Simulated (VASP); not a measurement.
# GaN (Fm-3m) in VASP: a series of runs

The runs below take GaN through single point, with LDA.

Everything below comes from runs of VASP 6.6.1. Logs are shortened: lines on timing, memory, paths and dates and some standing lists are left out, and cuts for length are marked.

### Step 1. The cell of the first run

Symmetry: Fm-3m, No. 225, cubic system. The conventional cell has a = 4.193 Å, b = 4.193 Å, c = 4.193 Å, α = 90.00°, β = 90.00°, γ = 90.00°. Ga (site symmetry m-3m) has 6 N at 2.10 Å within 2.8 Å. Within 2.8 Å of N (site symmetry m-3m) lie 6 Ga at 2.10 Å.

### Step 2. Single point, LDA

File INCAR:

```
ALGO = Normal ; EDIFF = 1E-6
ENCUT = 1330 ; GGA = CA
GGA_COMPAT = F ; ISIF = 2
ISMEAR = -1 ; LASPH = T
LCHARG = F ; LREAL = F
LWAVE = F ; NBANDS = 16
NELM = 120 ; PREC = Accurate
SIGMA = 0.05
```

File KPOINTS:

```
k-points
0
Gamma
  8 8 8
```

File POSCAR:

```
GaN
1.0
    0.0000000000      2.0965846012      2.0965846012
    2.0965846012      0.0000000000      2.0965846012
    2.0965846012      2.0965846012      0.0000000000
Ga N
1 1
Direct
    0.0000000000      0.0000000000      0.0000000000
    0.5000000000      0.5000000000      0.5000000000
```

Potentials or basis: VASP PAW LDA potentials, release 64 (Ga_d, N_h).

The run is started by

```console
$ cat potpaw_LDA.64/Ga_d/POTCAR potpaw_LDA.64/N_h/POTCAR > POTCAR
$ mpirun -np 1 vasp_std > vasp.out
```

OUTCAR:

```text
EDIFF = 1E-6
   ENCUT = 1330
   GGA = CA
   ISIF = 2
   ISMEAR = -1
   LASPH = T
   LREAL = F
   NELM = 120
   PREC = Accurate

 ion  position               nearest neighbor table
   1  0.000  0.000  0.000-   2 2.10   2 2.10   2 2.10   2 2.10   2 2.10   2 2.10
   2  0.500  0.500  0.500-   1 2.10   1 2.10   1 2.10   1 2.10   1 2.10   1 2.10

  LATTYP: Found a face centered cubic cell.
 ALAT       =     4.1931692024

  Lattice vectors:

 A1 = (   0.0000000000,   2.0965846012,   2.0965846012)
 A2 = (   2.0965846012,   0.0000000000,   2.0965846012)
 A3 = (   2.0965846012,   2.0965846012,   0.0000000000)

Analysis of symmetry for initial positions (statically):
=====================================================================
 Subroutine PRICEL returns:
 Original cell was already a primitive cell.

 Routine SETGRP: Setting up the symmetry group for a
 face centered cubic supercell.

 Subroutine GETGRP returns: Found 48 space group operations
 (whereof 48 operations were pure point group operations)
 out of a pool of 48 trial point group operations.

The static configuration has the point symmetry O_h .

Analysis of symmetry for dynamics (positions and initial velocities):
=====================================================================
 Subroutine PRICEL returns:
 Original cell was already a primitive cell.

 Routine SETGRP: Setting up the symmetry group for a
 face centered cubic supercell.

 Subroutine GETGRP returns: Found 48 space group operations
 (whereof 48 operations were pure point group operations)
 out of a pool of 48 trial point group operations.

The dynamic configuration has the point symmetry O_h .

 Subroutine INISYM returns: Found 48 space group operations
 (whereof 48 operations are pure point group operations),
 and found     1 'primitive' translations

----------------------------------------------------------------------------------------

                                     Primitive cell

  volume of cell :      18.4318

  direct lattice vectors                    reciprocal lattice vectors
     0.000000000  2.096584601  2.096584601    -0.238483102  0.238483102  0.238483102
     2.096584601  0.000000000  2.096584601     0.238483102 -0.238483102  0.238483102
     2.096584601  2.096584601  0.000000000     0.238483102  0.238483102 -0.238483102

  length of vectors
     2.965018378  2.965018378  2.965018378     0.413064850  0.413064850  0.413064850

  position of ions in fractional coordinates (direct lattice)
     0.000000000  0.000000000  0.000000000
     0.500000000  0.500000000  0.500000000

  ion indices of the primitive-cell ions
   primitive index   ion index
                 1           1
                 2           2

----------------------------------------------------------------------------------------

 KPOINTS: k-points

Automatic generation of k-mesh.
 Grid dimensions read from file:
 generate k-points for:    8    8    8

 Generating k-lattice:

  Cartesian coordinates                     Fractional coordinates (reciprocal lattice)
    -0.029810388  0.029810388  0.029810388     0.125000000  0.000000000  0.000000000
     0.029810388 -0.029810388  0.029810388     0.000000000  0.125000000  0.000000000
     0.029810388  0.029810388 -0.029810388     0.000000000  0.000000000  0.125000000

  Length of vectors
     0.051633106  0.051633106  0.051633106

  Shift w.r.t. Gamma in fractional coordinates (k-lattice)
     0.000000000  0.000000000  0.000000000

 Subroutine IBZKPT returns following result:
 ===========================================

 Found     29 irreducible k-points:

 Following reciprocal coordinates:
            Coordinates               Weight
  0.000000  0.000000  0.000000      1.000000
  0.125000  0.000000  0.000000      8.000000
  0.250000  0.000000  0.000000      8.000000
  0.375000  0.000000  0.000000      8.000000
  0.500000  0.000000  0.000000      4.000000
  0.125000  0.125000  0.000000      6.000000
[... 16 lines left out ...]
  0.500000  0.250000  0.125000     48.000000
 -0.375000  0.250000  0.125000     24.000000
 [... further k-points ...]
   k-points           NKPTS =     29   k-points in BZ     NKDIM =     29   number of bands    NBANDS=     16
   number of dos      NEDOS =    301   number of ions     NIONS =      2
   total plane-waves  NPLWV =  46656
   dimension x,y,z NGX =    36 NGY =   36 NGZ =   36
   dimension x,y,z NGXF=    72 NGYF=   72 NGZF=   72
   ions per type =               1   1
   NGX,Y,Z   is equivalent  to a cutoff of  20.18, 20.18, 20.18 a.u.
   NGXF,Y,Z  is equivalent  to a cutoff of  40.37, 40.37, 40.37 a.u.
 SYSTEM =  unknown system
   PREC   = accura    normal or accurate (medium, high low for compatibility)
   ISTART =      0    job   : 0-new  1-cont  2-samecut
   ICHARG =      2    charge: 1-file 2-atom 10-const
   ISPIN  =      1    spin polarized calculation?
   LNONCOLLINEAR =      F non collinear calculations
   LSORBIT =      F    spin-orbit coupling
   LASPH  =      T    aspherical Exc in radial PAW
   ENCUT  = 1330.0 eV  97.75 Ry    9.89 a.u.   8.82  8.82  8.82*2*pi/ulx,y,z
   NELM   =    120;   NELMIN=  2; NELMDL= -5     # of ELM steps
   EDIFF  = 0.1E-05   stopping-criterion for ELM
   LREAL  =      F    real-space projection
[... 7 lines left out ...]
   TEBEG  =    0.0;   TEEND  =   0.0 temperature during run
   PSTRESS=    0.0 pullay stress
   NELECT =      18.0000    total number of electrons
   NUPDOWN=      -1.0000    fix difference up-down
   EMIN   =  10.00;   EMAX   =-10.00  energy-range for DOS
   EFERMI =   0.00;   METHOD = LEGACY
   ISMEAR =    -1;   SIGMA  =   0.05  broadening in eV -4-tet -1-fermi 0-gaus
   EFERMI_NEDOS =   21; number of points for ismear=-14 and -15
   IALGO  =     38    algorithm
   IMIX   =      4    mixing-type and parameters
     AMIX     =   0.40;   BMIX     =  1.00
     AMIX_MAG =   1.60;   BMIX_MAG =  1.00
  volume/ion in A,a.u.               =       9.22        62.19
  Fermi-wavevector in a.u.,A,eV,Ry     =   1.624214  3.069320 35.893141  2.638071
  Thomas-Fermi vector in A             =   2.717537
   LORBIT       =      0    0 simple, 1 ext, 2 COOP (PROOUT), +10 PAW based schemes
   GGA     = CA    functional components
   LHFCALC =     F    Hartree Fock is set to
   AEXX    =    0.0000 exact exchange contribution
   IVDW    =     0    specifies the selected vdW correction
   LEPSILON=     F    determine dielectric tensor
   LRPA    =     F    only Hartree local field effects (RPA)
 non-spin polarized calculation
  energy-cutoff  :     1330.00
  volume of cell :       18.43
 maximum number of plane-waves:      2085
   NGX = 17   NGY = 17   NGZ = 17

 number of electron      18.0000000 magnetization

 Free energy of the ion-electron system (eV)
  ---------------------------------------------------
  ext. energy  EPLUGINS =         0.00000000
  ---------------------------------------------------
  free energy    TOTEN  =       -13.08439309 eV

  energy without entropy =      -13.08432319  energy(sigma->0) =      -13.08435814

 E-fermi :   8.6978     XC(G=0): -13.6346

 val. band max:        8.3517297960   @ k =  -0.2500   0.1250   0.0000
 cond. band min:       8.9352136871   @ k =   0.5000   0.5000   0.0000
 fundamental gap:      0.5834838911
 Fermi energy:         8.6977581084

 k-point     1 :       0.0000    0.0000    0.0000
  band No.  band energies     occupation
      1      -9.0738      2.00000
      2      -5.7257      2.00000
      3      -5.7257      2.00000
      4      -5.7257      2.00000
      5      -5.6218      2.00000
      6      -5.6218      2.00000
[... 8 lines left out ...]
     15      24.2353      0.00000
     16      24.2353      0.00000

 k-point     2 :       0.1250    0.0000    0.0000
  band No.  band energies     occupation
      1      -8.7586      2.00000
      2      -5.7389      2.00000
      3      -5.7142      2.00000
      4      -5.7142      2.00000
      5      -5.6384      2.00000
      6      -5.6384      2.00000
[... 8 lines left out ...]
     15      24.5960      0.00000
     16      24.5960      0.00000

 k-point     3 :       0.2500    0.0000    0.0000
  band No.  band energies     occupation
      1      -7.8646      2.00000
      2      -5.7745      2.00000
      3      -5.7745      2.00000
      4      -5.7690      2.00000
      5      -5.5890      2.00000
      6      -5.5890      2.00000
[... 8 lines left out ...]
     15      26.3380      0.00000
     16      26.3380      0.00000

 k-point     4 :       0.3750    0.0000    0.0000
  band No.  band energies     occupation
      1      -6.6337      2.00000
      2      -5.8596      2.00000
      3      -5.8596      2.00000
      4      -5.7900      2.00000
      5      -5.5124      2.00000
      6      -5.5124      2.00000
[... 8 lines left out ...]
     15      29.0924      0.00000
     16      29.0924      0.00000

 k-point     5 :       0.5000    0.0000    0.0000
  band No.  band energies     occupation
      1      -5.9644      2.00000
      2      -5.8954      2.00000
      3      -5.8954      2.00000
      4      -5.7242      2.00000
      5      -5.4794      2.00000
      6      -5.4794      2.00000
[... 8 lines left out ...]
     15      31.6920      0.00000
     16      31.6920      0.00000

 k-point     6 :       0.1250    0.1250    0.0000
  band No.  band energies     occupation
      1      -8.6661      2.00000
      2      -5.7546      2.00000
      3      -5.6925      2.00000
      4      -5.6903      2.00000
      5      -5.6903      2.00000
      6      -5.6044      2.00000
[... 8 lines left out ...]
     15      27.1833      0.00000
     16      27.1833      0.00000
[... 267 lines left out ...]
 k-point    21 :       0.5000    0.5000    0.0000
  band No.  band energies     occupation
      1      -7.4665      2.00000
      2      -5.9251      2.00000
      3      -5.5026      2.00000
      4      -5.4212      2.00000
      5      -5.4212      2.00000
      6      -2.4422      2.00000
[... 8 lines left out ...]
     15      36.4399      0.00000
     16      36.7626      0.00000

 k-point    22 :       0.3750    0.2500    0.1250
  band No.  band energies     occupation
      1      -7.4219      2.00000
      2      -5.8000      2.00000
      3      -5.7455      2.00000
      4      -5.6704      2.00000
      5      -5.5905      2.00000
      6      -5.3216      2.00000
[... 8 lines left out ...]
     15      29.7445      0.00000
     16      30.1647      0.00000

 k-point    23 :       0.5000    0.2500    0.1250
  band No.  band energies     occupation
      1      -6.9307      2.00000
      2      -5.8251      2.00000
      3      -5.7583      2.00000
      4      -5.6795      2.00000
      5      -5.5094      2.00000
      6      -4.6251      2.00000
[... 8 lines left out ...]
     15      29.7575      0.00000
     16      31.2875      0.00000

 k-point    24 :      -0.3750    0.2500    0.1250
  band No.  band energies     occupation
      1      -6.7898      2.00000
      2      -5.8547      2.00000
      3      -5.7603      2.00000
      4      -5.6730      2.00000
      5      -5.4758      2.00000
      6      -4.0125      2.00000
[... 8 lines left out ...]
     15      27.5022      0.00000
     16      32.1807      0.00000

 [... further k-points ...]
[... 5 lines left out ...]
  --------------------------------------------------------------------------------------
  -------------------------------------------------------------------------------------
  Total       -0.1035626     -0.1035626     -0.1035626      0.0000000     -0.0000000      0.0000000
  in kB       -9.0021483     -9.0021483     -9.0021483      0.0000000     -0.0000000      0.0000000
  external PRESSURE =      -9.0021483 kB  Pullay stress =       0.0000000 kB

 VOLUME and BASIS-vectors are now :
 -----------------------------------------------------------------------------
  energy-cutoff  :     1330.00
  volume of cell :       18.43
      direct lattice vectors                 reciprocal lattice vectors
     0.000000000  2.096584601  2.096584601    -0.238483102  0.238483102  0.238483102
     2.096584601  0.000000000  2.096584601     0.238483102 -0.238483102  0.238483102
     2.096584601  2.096584601  0.000000000     0.238483102  0.238483102 -0.238483102

 POSITION                                       TOTAL-FORCE (eV/Angst)
 -----------------------------------------------------------------------------------
      0.00000      0.00000      0.00000         0.000000      0.000000      0.000000
      2.09658      2.09658      2.09658        -0.000000     -0.000000     -0.000000
 -----------------------------------------------------------------------------------
    total drift:                                0.000000      0.000000      0.000000

  FREE ENERGIE OF THE ION-ELECTRON SYSTEM (eV)
  ---------------------------------------------------
  free  energy   TOTEN  =       -13.0843930917 eV

  energy  without entropy=      -13.0843231942  energy(sigma->0) =      -13.08435814
```

Wall time 20 s (1 thread of AMD EPYC 7R13 (Zen 3), shared host); peak memory 0.17 GiB.

What came out:

| Item | Value |
| --- | --- |
| Free energy | -13.0844 eV |
| Pressure | -0.9 GPa |
| Band gap on the k mesh | 0.58 eV (least direct gap 3.14 eV) |

Levels at points of the mesh, in eV from the valence-band top:
```tsv
k point	band 5	band 6	band 7	band 8	band 9	band 10	band 11	band 12	band 13	band 14
(0.00, 0.00, 0.00)	-13.97	-13.97	-0.54	-0.54	-0.54	2.60	14.81	14.81	14.81	15.88
(0.50, 0.00, 0.00)	-13.83	-13.83	-8.45	-0.15	-0.15	4.79	9.05	9.05	9.56	16.47
(0.50, 0.50, 0.00)	-13.77	-10.79	-7.35	-3.15	-3.15	0.58	7.80	12.03	14.59	14.59
```

A k mesh can miss the band edges.

### Step 3. Single point, LDA

This run uses another cell than the first one, of 9.74 Å³/atom.

File INCAR:

```
SYSTEM = GaN
PREC = Accurate
ENCUT = 1330
EDIFF = 1E-6
ISMEAR = -1
SIGMA = 0.05
LREAL = .FALSE.
LASPH = .TRUE.
NELM = 120
ALGO = Normal
ISIF = 2
LWAVE = .FALSE.
LCHARG = .FALSE.
GGA = CA
NBANDS = 16
GGA_COMPAT = .FALSE.
```

File KPOINTS:

```
Automatic mesh
0
G
  8 8 8
  0 0 0
```

File POSCAR:

```
GaN
1.0
    0.0000000000      2.1352400000      2.1352400000
    2.1352400000      0.0000000000      2.1352400000
    2.1352400000      2.1352400000      0.0000000000
Ga N
1 1
Direct
    0.0000000000      0.0000000000      0.0000000000
    0.5000000000      0.5000000000      0.5000000000
```

Potentials or basis: VASP PAW LDA potentials, release 64 (Ga_d, N_h).

The run is started by

```console
$ cat potpaw_LDA.64/Ga_d/POTCAR potpaw_LDA.64/N_h/POTCAR > POTCAR
$ mpirun -np 1 vasp_std > vasp.out
```

It took 21 s on 1 thread of Intel Xeon Platinum 8259CL at 2.50GHz (Skylake/Cascade Lake), shared host; peak memory 0.19 GiB.

The run converged. Its results:

```yaml
Free_energy: -13.0396 eV
Pressure: -12.4 GPa
Band_gap_on_the_k_mesh: 0.25 eV (least direct gap 2.45 eV)
```

Levels at points of the mesh, in eV from the valence-band top:
```
           k point  band 5  band 6  band 7  band 8  band 9  band 10  band 11  band 12  band 13  band 14
(0.00, 0.00, 0.00)  -13.99  -13.99   -0.48   -0.48   -0.48     1.97    14.50    14.50    14.50    15.11
(0.50, 0.00, 0.00)  -13.87  -13.76   -8.16   -0.15   -0.15     4.55     8.74     8.74     8.85    15.96
(0.50, 0.50, 0.00)  -13.82  -10.90   -6.92   -2.94   -2.94     0.25     7.75    11.48    13.89    13.89
```

Caveat: the cell stands under tension.
